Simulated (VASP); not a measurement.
# GeSbTe3 (Pmmm) in VASP: a series of runs

The runs below take GeSbTe3 through single point, relaxation of cell and atoms, with PBE.

All numbers are computed with VASP 6.6.1; they aren't measurements. Logs are shortened: lines on timing, memory, paths and dates and some standing lists are left out, and cuts for length are marked.

**1. The cell of the first run**

Symmetry: Pmmm, No. 47, orthorhombic system. Conventional cell: a = 3.490 Å, b = 5.025 Å, c = 8.809 Å, α = 90.00°, β = 90.00°, γ = 90.00°. Ge (site symmetry mmm) has 4 Sb at 3.06 Å and 2 Ge at 3.49 Å within 4.0 Å. Sb (site symmetry mmm) has 2 Te at 2.97 Å and 4 Ge at 3.06 Å and 2 Sb at 3.49 Å within 3.9 Å. Within 3.8 Å of Te (site symmetry mm2) lie 7 Te at 2.87 to 3.49 Å and 1 Sb at 2.97 Å. Within 4.5 Å of Te (site symmetry mmm) lie 10 Te at 3.38 to 3.49 Å and 2 Ge at 4.40 Å.

The cell was generated, and may not be a known phase.

**2. Single point, PBE**

Contents of INCAR:

```
SYSTEM = GeSbTe3
  PREC = Accurate
  ENCUT = 520
  EDIFF = 1E-6
  ISMEAR = 0
  SIGMA = 0.1
  LREAL = .False.
  LASPH = .True.
  NELM = 100
  ALGO = Normal
  ISIF = 2
  LWAVE = .False.
  LCHARG = .False.
  GGA = PE
  NBANDS = 26
```

Contents of KPOINTS:

```
regular mesh
0
Gamma
  4 4 2
  0 0 0
```

Contents of POSCAR:

```
GeSbTe3
1.0
    3.4902546150      0.0000000000      0.0000000000
    0.0000000000      5.0251544751      0.0000000000
    0.0000000000      0.0000000000      8.8088846241
Ge Sb Te
1 1 3
Direct
    0.0000000000      0.5000000000      0.0000000000
    0.5000000000      0.0000000000      0.0000000000
    0.5000000000      0.0000000000      0.3368672258
    0.5000000000      0.0000000000      0.6631327742
    0.0000000000      0.5000000000      0.5000000000
```

Potentials or basis: VASP PAW PBE potentials, release 64 (Ge_d, Sb, Te).

Command:

```bash
cat potpaw_PBE.64/Ge_d/POTCAR potpaw_PBE.64/Sb/POTCAR potpaw_PBE.64/Te/POTCAR > POTCAR
mpirun -np 1 vasp_std > vasp.out
```

OUTCAR:

```text
SYSTEM = GeSbTe3
   PREC = Accurate
   ENCUT = 520
   EDIFF = 1E-6
   ISMEAR = 0
   LREAL = .False.
   LASPH = .True.
   NELM = 100
   ISIF = 2
   GGA = PE

 ion  position               nearest neighbor table
   1  0.000  0.500  0.000-   2 3.06   2 3.06   2 3.06   2 3.06
   2  0.500  0.000  0.000-   3 2.97   4 2.97   1 3.06   1 3.06   1 3.06   1 3.06
   3  0.500  0.000  0.337-   4 2.87   2 2.97   5 3.38   5 3.38   5 3.38   5 3.38
   4  0.500  0.000  0.663-   3 2.87   2 2.97   5 3.38   5 3.38   5 3.38   5 3.38
   5  0.000  0.500  0.500-   3 3.38   4 3.38   3 3.38   4 3.38   3 3.38   4 3.38   3 3.38   4 3.38

  LATTYP: Found a simple orthorhombic cell.
 ALAT       =     3.4902546150
 B/A-ratio  =     1.4397673034
 C/A-ratio  =     2.5238515798

  Lattice vectors:

 A1 = (   3.4902546150,   0.0000000000,   0.0000000000)
 A2 = (   0.0000000000,   5.0251544751,   0.0000000000)
 A3 = (   0.0000000000,   0.0000000000,   8.8088846241)

Analysis of symmetry for initial positions (statically):
=====================================================================
 Subroutine PRICEL returns:
 Original cell was already a primitive cell.

 Routine SETGRP: Setting up the symmetry group for a
 simple orthorhombic supercell.

 Subroutine GETGRP returns: Found  8 space group operations
 (whereof  8 operations were pure point group operations)
 out of a pool of  8 trial point group operations.

The static configuration has the point symmetry D_2h.

Analysis of symmetry for dynamics (positions and initial velocities):
=====================================================================
 Subroutine PRICEL returns:
 Original cell was already a primitive cell.

 Routine SETGRP: Setting up the symmetry group for a
 simple orthorhombic supercell.

 Subroutine GETGRP returns: Found  8 space group operations
 (whereof  8 operations were pure point group operations)
 out of a pool of  8 trial point group operations.

The dynamic configuration has the point symmetry D_2h.

 Subroutine INISYM returns: Found  8 space group operations
 (whereof  8 operations are pure point group operations),
 and found     1 'primitive' translations

----------------------------------------------------------------------------------------

                                     Primitive cell

  volume of cell :     154.4996
[... 87 lines left out ...]
   NELM   =    100;   NELMIN=  2; NELMDL= -5     # of ELM steps
   EDIFF  = 0.1E-05   stopping-criterion for ELM
   LREAL  =      F    real-space projection
   EDIFFG = 0.1E-04   stopping-criterion for IOM
   NSW    =      0    number of steps for IOM
   IBRION =     -1    ionic relax: 0-MD 1-quasi-New 2-CG
   NFREE  =      0    steps in history (QN), initial steepest desc. (CG)
   ISIF   =      2    stress and relaxation
   ISYM   =      2    0-nonsym 1-usesym 2-fastsym
   POTIM  = 0.5000    time-step for ionic-motion
   TEBEG  =    0.0;   TEEND  =   0.0 temperature during run
   PSTRESS=    0.0 pullay stress
   NELECT =      37.0000    total number of electrons
   NUPDOWN=      -1.0000    fix difference up-down
   EMIN   =  10.00;   EMAX   =-10.00  energy-range for DOS
   EFERMI =   0.00;   METHOD = LEGACY
   ISMEAR =     0;   SIGMA  =   0.10  broadening in eV -4-tet -1-fermi 0-gaus
   EFERMI_NEDOS =   21; number of points for ismear=-14 and -15
   IALGO  =     38    algorithm
   IMIX   =      4    mixing-type and parameters
     AMIX     =   0.40;   BMIX     =  1.00
     AMIX_MAG =   1.60;   BMIX_MAG =  1.00
  volume/ion in A,a.u.               =      30.90       208.52
  Fermi-wavevector in a.u.,A,eV,Ry     =   1.016638  1.921167 14.062335  1.033552
  Thomas-Fermi vector in A             =   2.149993
   LORBIT       =      0    0 simple, 1 ext, 2 COOP (PROOUT), +10 PAW based schemes
   GGA     = PE    functional components
   LHFCALC =     F    Hartree Fock is set to
   AEXX    =    0.0000 exact exchange contribution
   IVDW    =     0    specifies the selected vdW correction
   LEPSILON=     F    determine dielectric tensor
   LRPA    =     F    only Hartree local field effects (RPA)
 non-spin polarized calculation
 Gauss-broadening in eV      SIGMA  =   0.10
  energy-cutoff  :      520.00
  volume of cell :      154.50
 maximum number of plane-waves:      4188
 NGX is ok and might be reduce to    28
   NGX = 13   NGY = 19   NGZ = 33

 number of electron      36.9999991 magnetization

 Free energy of the ion-electron system (eV)
  ---------------------------------------------------
  ext. energy  EPLUGINS =         0.00000000
  ---------------------------------------------------
  free energy    TOTEN  =       -16.01356887 eV

  energy without entropy =      -15.99697798  energy(sigma->0) =      -16.00527343

 E-fermi :   6.1072     XC(G=0):  -9.3932

 val. band max:        6.0758138932   @ k =   0.2500   0.0000   0.5000
 cond. band min:       6.1535039071   @ k =   0.0000   0.5000   0.5000
 fundamental gap:      0.0776900139
 Fermi energy:         6.1072284945

 k-point     1 :       0.0000    0.0000    0.0000
  band No.  band energies     occupation
      1     -18.9237      2.00000
      2     -18.9089      2.00000
      3     -18.8994      2.00000
      4     -18.8814      2.00000
      5     -18.8783      2.00000
      6      -7.6211      2.00000
[... 511 lines left out ...]
     25      10.6492      0.00000
     26      10.8008      0.00000

------------------------ aborting loop because EDIFF is reached ----------------------------------------

  FORCE on cell =-STRESS in cart. coord.  units (eV):
  Direction    XX          YY          ZZ          XY          YZ          ZX
  --------------------------------------------------------------------------------------
  -------------------------------------------------------------------------------------
  Total       -0.0989369     -0.0414381      0.2031280      0.0000000      0.0000000      0.0000000
  in kB       -1.0259861     -0.4297171      2.1064585      0.0000000      0.0000000      0.0000000
  external PRESSURE =       0.2169184 kB  Pullay stress =       0.0000000 kB

 VOLUME and BASIS-vectors are now :
 -----------------------------------------------------------------------------
  energy-cutoff  :      520.00
  volume of cell :      154.50
      direct lattice vectors                 reciprocal lattice vectors
     3.490254615  0.000000000  0.000000000     0.286512049  0.000000000  0.000000000
     0.000000000  5.025154475  0.000000000     0.000000000  0.198998858  0.000000000
     0.000000000  0.000000000  8.808884624     0.000000000  0.000000000  0.113521750

 POSITION                                       TOTAL-FORCE (eV/Angst)
 -----------------------------------------------------------------------------------
      0.00000      2.51258      0.00000        -0.000000      0.000000      0.000000
      1.74513      0.00000      0.00000        -0.000000      0.000000      0.000000
      1.74513      0.00000      2.96742         0.000000      0.000000     -0.000198
      1.74513      0.00000      5.84146        -0.000000      0.000000      0.000198
      0.00000      2.51258      4.40444        -0.000000      0.000000      0.000000
 -----------------------------------------------------------------------------------
    total drift:                               -0.000000     -0.000000     -0.000000

  FREE ENERGIE OF THE ION-ELECTRON SYSTEM (eV)
  ---------------------------------------------------
  free  energy   TOTEN  =       -16.0135688674 eV

  energy  without entropy=      -15.9969779839  energy(sigma->0) =      -16.00527343
```

OSZICAR:

```text
N       E                     dE             d eps       ncg     rms          rms(c)
DAV:   1     0.268912014692E+03    0.26891E+03   -0.15136E+04  1108   0.177E+03
DAV:   2     0.202328237221E+02   -0.24868E+03   -0.24020E+03  1076   0.462E+02
DAV:   3    -0.143906392008E+02   -0.34623E+02   -0.33938E+02  1166   0.118E+02
DAV:   4    -0.160027227485E+02   -0.16121E+01   -0.16042E+01  1036   0.286E+01
DAV:   5    -0.160556667737E+02   -0.52944E-01   -0.52925E-01  1370   0.570E+00    0.117E+01
DAV:   6    -0.160228136325E+02    0.32853E-01   -0.49230E-02  1084   0.127E+00    0.721E+00
DAV:   7    -0.160158657595E+02    0.69479E-02   -0.70007E-02  1078   0.151E+00    0.654E-01
DAV:   8    -0.160138010038E+02    0.20648E-02   -0.14987E-02  1062   0.666E-01    0.304E-01
DAV:   9    -0.160136137308E+02    0.18727E-03   -0.13673E-03  1110   0.250E-01    0.172E-01
DAV:  10    -0.160135775433E+02    0.36187E-04   -0.21665E-04  1066   0.715E-02    0.721E-02
DAV:  11    -0.160135696609E+02    0.78824E-05   -0.30889E-05  1076   0.402E-02    0.327E-02
DAV:  12    -0.160135688674E+02    0.79351E-06   -0.20378E-06   998   0.777E-03
   1 F= -.16013569E+02 E0= -.16005273E+02  d E =-.165909E-01
```

Run time: 54 s. Hardware: 1 thread of Intel Xeon Platinum 8375C at 2.90GHz (Ice Lake), shared host; peak memory 0.3 GiB.

Results:

```
Free energy            : -16.0136 eV
Pressure               : 0.0 GPa
Band gap on the k mesh : zero (an odd number of electrons rules out a gap without spin polarisation)
```

Levels at points of the mesh, in eV from the Fermi level:
```
           k point  band 16  band 17  band 18  band 19  band 20  band 21
(0.00, 0.00, 0.00)    -2.02    -0.95     0.91     1.09     1.32     1.76
(0.50, 0.00, 0.00)    -2.09    -2.03    -1.58    -0.84    -0.68    -0.67
(0.00, 0.50, 0.00)    -0.37    -0.09     0.80     1.40     1.51     1.79
(0.50, 0.50, 0.00)    -2.75    -1.97    -1.85    -1.74     0.68     0.81
(0.00, 0.00, 0.50)    -0.87    -0.40     0.43     0.76     1.26     1.52
(0.50, 0.00, 0.50)    -2.02    -1.76    -1.61    -0.93    -0.27     0.09
(0.00, 0.50, 0.50)     0.05     0.40     0.80     0.87     0.95     1.27
(0.50, 0.50, 0.50)    -2.91    -1.63    -1.33     0.21     0.45     0.48
```

Caveat: the k points lie up to 0.45 Å⁻¹ apart, too coarse for converged energies and pressures of a metal; spin-orbit coupling is left out, which moves the levels of the heavy elements.

**3. Single point, PBE**

This run uses another cell than the first one, of 36.40 Å³/atom.

Contents of INCAR:

```
ALGO = Normal
EDIFF = 1E-6
ENCUT = 520
GGA = PE
ISIF = 2
ISMEAR = 0
LASPH = T
LCHARG = F
LREAL = F
LWAVE = F
NBANDS = 26
NELM = 80
PREC = Accurate
SIGMA = 0.1
```

Contents of KPOINTS:

```
k-points
0
Gamma
  4 4 2
```

Contents of POSCAR:

```
GeSbTe3
1.0
    4.1538039500      0.0000000000      0.0000000000
    0.0000000000      5.8058455900      0.0000000000
    0.0000000000      0.0000000000      7.5463139100
Ge Sb Te
1 1 3
Direct
    0.0000000000      0.5000000000      0.0000000000
    0.5000000000      0.0000000000      0.0000000000
    0.5000000000      0.0000000000      0.2865190000
    0.5000000000      0.0000000000      0.7134810000
    0.0000000000      0.5000000000      0.5000000000
```

Potentials or basis: VASP PAW PBE potentials, release 64 (Ge_d, Sb, Te).

Command:

```bash
cat potpaw_PBE.64/Ge_d/POTCAR potpaw_PBE.64/Sb/POTCAR potpaw_PBE.64/Te/POTCAR > POTCAR
mpirun -np 1 vasp_std > vasp.out
```

Run time: 71 s. Hardware: 1 thread of Intel Xeon Platinum 8375C at 2.90GHz (Ice Lake), shared host; peak memory 0.32 GiB.

The run converged. Its results:

```yaml
Free_energy: -8.4754 eV
Pressure: 14.5 GPa
Largest_force: 12.551 eV/Å
Band_gap_on_the_k_mesh: zero (an odd number of electrons rules out a gap without spin polarisation)
```

Forces in eV/Å, atoms in the order of the input:
```
Ge    0.000   0.000   0.000
Sb    0.000   0.000   0.000
Te    0.000   0.000  12.551
Te    0.000   0.000 -12.551
Te    0.000   0.000   0.000
```

Stress tensor (GPa, compression positive):
```
-3.63  0.00  0.00
 0.00 -2.86  0.00
 0.00  0.00 50.05
```

Levels at points of the mesh, in eV from the Fermi level:
| k point | band 15 | band 16 | band 17 | band 18 | band 19 | band 20 | band 21 | band 22 |
| --- | --- | --- | --- | --- | --- | --- | --- | --- |
| (0.00, 0.00, 0.00) | -1.94 | -1.85 | -0.83 | 0.11 | 0.41 | 0.86 | 1.29 | 1.86 |
| (0.50, 0.00, 0.00) | -2.07 | -1.65 | -1.17 | -0.82 | -0.73 | -0.44 | -0.09 | 0.42 |
| (0.00, 0.50, 0.00) | -1.42 | -0.80 | -0.13 | 0.09 | 0.13 | 0.69 | 1.16 | 1.43 |
| (0.50, 0.50, 0.00) | -2.22 | -2.06 | -1.94 | -1.77 | 0.07 | 0.58 | 0.83 | 2.08 |
| (0.00, 0.00, 0.50) | -1.59 | -0.93 | -0.02 | 0.22 | 0.25 | 0.60 | 1.53 | 2.77 |
| (0.50, 0.00, 0.50) | -2.34 | -1.71 | -1.06 | -1.04 | -0.99 | -0.40 | 0.60 | 1.10 |
| (0.00, 0.50, 0.50) | -1.38 | -1.26 | -0.66 | -0.27 | 0.20 | 0.49 | 1.30 | 2.17 |
| (0.50, 0.50, 0.50) | -3.49 | -0.77 | -0.38 | -0.22 | -0.06 | 0.00 | 0.37 | 2.14 |

Caveat: the k points lie up to 0.42 Å⁻¹ apart, too coarse for converged energies and pressures of a metal; spin-orbit coupling is left out, which moves the levels of the heavy elements; forces of over 1 eV/Å act on the atoms, so gaps and moduli don't describe the material at rest.

(Continued in part 2 of 2.)

The gap in the log of VASP goes by the Fermi energy; the results here count the filled bands.